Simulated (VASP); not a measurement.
# BaPm (P-6m2) in VASP: further runs, part 3 of 3

VASP 6.6.1.

### Step 5. Single point, PBE, collinear spin, ferromagnetic start

This run uses another cell than the first one, of 44.46 Å³/atom.

The input, INCAR:

```
ALGO = Normal
EDIFF = 1E-6
ENCUT = 520
GGA = PE
ISIF = 2
ISMEAR = -1
ISPIN = 2
LASPH = True
LCHARG = True
LELF = True
LMAXMIX = 6
LORBIT = 11
LREAL = False
LVHAR = True
LWAVE = False
MAGMOM = 4 0
NBANDS = 24
NELM = 150
PREC = Accurate
SIGMA = 0.05
```

The input, KPOINTS:

```
k-points
0
Gamma
  8 8 4
```

The input, POSCAR:

```
BaPm
1.0
    3.9675108916      0.0000000000      0.0000000000
   -1.9837554458      3.4359652219      0.0000000000
    0.0000000000      0.0000000000      6.5226240000
Pm Ba
1 1
Direct
    0.6666666667      0.3333333333      0.0000000000
    0.0000000000      0.0000000000      0.5000000000
```

Potentials or basis: VASP PAW PBE potentials, release 64 (Pm, Ba_sv).

The run is started by

```console
cat potpaw_PBE.64/Pm/POTCAR potpaw_PBE.64/Ba_sv/POTCAR > POTCAR
mpirun -np 1 vasp_std > vasp.out
```

OUTCAR:

```text
EDIFF = 1E-6
   ENCUT = 520
   GGA = PE
   ISIF = 2
   ISMEAR = -1
   ISPIN = 2
   LASPH = True
   LORBIT = 11
   LREAL = False
   NELM = 150
   PREC = Accurate

 ion  position               nearest neighbor table
   1  0.667  0.333  0.000-   2 3.99   2 3.99   2 3.99   2 3.99   2 3.99   2 3.99
   2  0.000  0.000  0.500-   1 3.99   1 3.99   1 3.99   1 3.99   1 3.99   1 3.99

  LATTYP: Found a hexagonal cell.
 ALAT       =     3.9675108916
 C/A-ratio  =     1.6440090974

  Lattice vectors:

 A1 = (   3.9675108916,   0.0000000000,   0.0000000000)
 A2 = (  -1.9837554458,   3.4359652219,   0.0000000000)
 A3 = (   0.0000000000,   0.0000000000,   6.5226240000)

Analysis of symmetry for initial positions (statically):
=====================================================================
 Subroutine PRICEL returns:
 Original cell was already a primitive cell.

 Routine SETGRP: Setting up the symmetry group for a
 hexagonal supercell.

 Subroutine GETGRP returns: Found 12 space group operations
 (whereof 12 operations were pure point group operations)
 out of a pool of 24 trial point group operations.

The static configuration has the point symmetry D_3h.

Analysis of symmetry for dynamics (positions and initial velocities):
=====================================================================
 Subroutine PRICEL returns:
 Original cell was already a primitive cell.

 Routine SETGRP: Setting up the symmetry group for a
 hexagonal supercell.

 Subroutine GETGRP returns: Found 12 space group operations
 (whereof 12 operations were pure point group operations)
 out of a pool of 24 trial point group operations.

The dynamic configuration has the point symmetry D_3h.

Analysis of structural, dynamic, and magnetic symmetry:
=====================================================================
 Subroutine PRICEL returns:
[... 151 lines left out ...]
  ext. energy  EPLUGINS =         0.00000000
  ---------------------------------------------------
  free energy    TOTEN  =        -9.31919111 eV

  energy without entropy =       -9.23921291  energy(sigma->0) =       -9.27920201

 E-fermi :   3.5794     XC(G=0):  -8.6612

 val. band max:        3.5701720358   @ k =   0.1250   0.0000   0.5000
 cond. band min:       3.5796981228   @ k =   0.5000   0.0000   0.5000
 fundamental gap:      0.0095260870
 Fermi energy:         3.5794424916

 spin component 1

 k-point     1 :       0.0000    0.0000    0.0000
  band No.  band energies     occupation
      1     -35.3018      1.00000
      2     -24.7038      1.00000
      3     -15.8123      1.00000
      4     -15.5488      1.00000
      5     -15.5488      1.00000
      6      -9.9695      1.00000
[... 637 lines left out ...]
     23       6.8078      0.00000
     24       8.1655      0.00000

 [... further k-points ...]

 spin component 2

 k-point     1 :       0.0000    0.0000    0.0000
  band No.  band energies     occupation
      1     -33.1133      1.00000
      2     -24.7062      1.00000
      3     -14.2668      1.00000
      4     -13.8948      1.00000
      5     -13.8948      1.00000
      6      -9.9161      1.00000
[... 637 lines left out ...]
     23       7.5792      0.00000
     24       8.8289      0.00000

 [... further k-points ...]

------------------------ aborting loop because EDIFF is reached ----------------------------------------

  FORCE on cell =-STRESS in cart. coord.  units (eV):
  Direction    XX          YY          ZZ          XY          YZ          ZX
  --------------------------------------------------------------------------------------
  -------------------------------------------------------------------------------------
  Total        0.7136292      0.7136292      0.9374647      0.0000000     -0.0000000      0.0000000
  in kB       12.8586090     12.8586090     16.8918135      0.0000000     -0.0000000      0.0000000
  external PRESSURE =      14.2030105 kB  Pullay stress =       0.0000000 kB

 VOLUME and BASIS-vectors are now :
 -----------------------------------------------------------------------------
  energy-cutoff  :      520.00
  volume of cell :       88.92
      direct lattice vectors                 reciprocal lattice vectors
     3.967510892  0.000000000  0.000000000     0.252047197  0.145519517  0.000000000
    -1.983755446  3.435965222  0.000000000     0.000000000  0.291039034  0.000000000
     0.000000000  0.000000000  6.522624000     0.000000000  0.000000000  0.153312532

 POSITION                                       TOTAL-FORCE (eV/Angst)
 -----------------------------------------------------------------------------------
      1.98376      1.14532      0.00000         0.000000      0.000000      0.000000
      0.00000      0.00000      3.26131        -0.000000     -0.000000      0.000000
 -----------------------------------------------------------------------------------
    total drift:                               -0.000000      0.000000      0.000000

  FREE ENERGIE OF THE ION-ELECTRON SYSTEM (eV)
  ---------------------------------------------------
  free  energy   TOTEN  =        -9.3191911061 eV

  energy  without entropy=       -9.2392129116  energy(sigma->0) =       -9.27920201

 total charge

# of ion       s       p       d       f       tot
--------------------------------------------------
    1        2.047   5.493   0.366   4.470  12.377
    2        2.080   5.510   0.440   0.000   8.029
--------------------------------------------------
tot          4.127  11.003   0.806   4.470  20.406

 magnetization (x)

# of ion       s       p       d       f       tot
--------------------------------------------------
    1       -0.008   0.022   0.161   4.463   4.637
    2       -0.001   0.005  -0.004   0.000  -0.001
--------------------------------------------------
tot         -0.009   0.026   0.156   4.463   4.636
```

stdout:

```text
POSCAR found type information on POSCAR PmBa
 POSCAR found :  2 types and       2 ions
 scaLAPACK will be used
 LDA part: xc-table for (Slater+PW92), standard interpolation
 POSCAR, INCAR and KPOINTS ok, starting setup
 FFT: planning ... GRIDC
 FFT: planning ... GRID_SOFT
 FFT: planning ... GRID
 WAVECAR not read
 entering main loop
```

Run time: 4.2 min. Hardware: 1 thread of Intel Xeon Platinum 8124M at 3.00GHz (Skylake/Cascade Lake), shared host; peak memory 0.31 GiB.

Results:

```yaml
Free_energy: -9.3192 eV
Pressure: 1.4 GPa
Net_moment: 5.25 μB per cell
Site_moments: Pm +4.64; Ba -0.00 μB
Valence_electrons_inside_the_program's_atomic_spheres: Pm 12.38; Ba 8.03
```

Levels at points of the mesh, in eV from the Fermi level:
Spin up:
```csv
k point,band 13,band 14,band 15,band 16,band 17,band 18
"(0.00, 0.00, 0.00)",-0.45,-0.09,-0.09,0.02,0.22,1.62
"(0.50, 0.00, 0.00)",-0.54,-0.50,-0.09,0.00,0.19,0.35
"(0.00, 0.00, 0.50)",-0.45,-0.07,-0.07,0.02,0.10,0.99
"(0.50, 0.00, 0.50)",-0.52,-0.21,0.00,0.00,0.21,0.24
```
Spin down:
| k point | band 8 | band 9 | band 10 | band 11 | band 12 | band 13 |
| --- | --- | --- | --- | --- | --- | --- |
| (0.00, 0.00, 0.00) | -13.04 | -3.01 | -1.00 | 1.89 | 2.08 | 2.20 |
| (0.50, 0.00, 0.00) | -13.27 | -0.80 | -0.35 | -0.29 | 1.25 | 1.95 |
| (0.00, 0.00, 0.50) | -13.04 | -1.81 | -1.71 | 1.22 | 1.43 | 2.12 |
| (0.50, 0.00, 0.50) | -13.28 | -1.02 | -0.81 | 0.58 | 0.74 | 2.20 |

Caveat: the magnetic or orbital state may not be the lowest; spin-orbit coupling is left out, which moves the levels of the heavy elements; semilocal functionals describe open f shells poorly, which spoils levels, moments and volumes. The state reached can hang on the start; a lower one may exist.

### Step 6. Summary

| cell | gap on the mesh (eV) | pressure (GPa) | moment (μB) |
| --- | --- | --- | --- |
| a = 3.887, b = 3.887, c = 6.389 Å, angles 90.0, 90.0, 120.0°, 2 atoms | none | 2.4 | 5.25 |
| a = 3.914, b = 3.914, c = 6.434 Å, angles 90.0, 90.0, 120.0°, 2 atoms | none | 2.1 | 5.24 |
| a = 3.941, b = 3.941, c = 6.479 Å, angles 90.0, 90.0, 120.0°, 2 atoms | none | 1.8 | 5.25 |
| a = 3.968, b = 3.968, c = 6.523 Å, angles 90.0, 90.0, 120.0°, 2 atoms | none | 1.4 | 5.25 |

Alike in all rows: task single point; level PBE; potentials or basis VASP PAW PBE potentials, release 64 (Pm, Ba_sv); spin collinear, ferromagnetic start; k mesh 8 × 8 × 4; cutoff (eV) 520; smearing fermi-dirac 0.05 eV.

Caveats: the magnetic or orbital state may not be the lowest; spin-orbit coupling is left out, which moves the levels of the heavy elements; semilocal functionals describe open f shells poorly, which spoils levels, moments and volumes.

Total energies depend on the potentials used, so only differences within one code and one set of settings carry meaning.
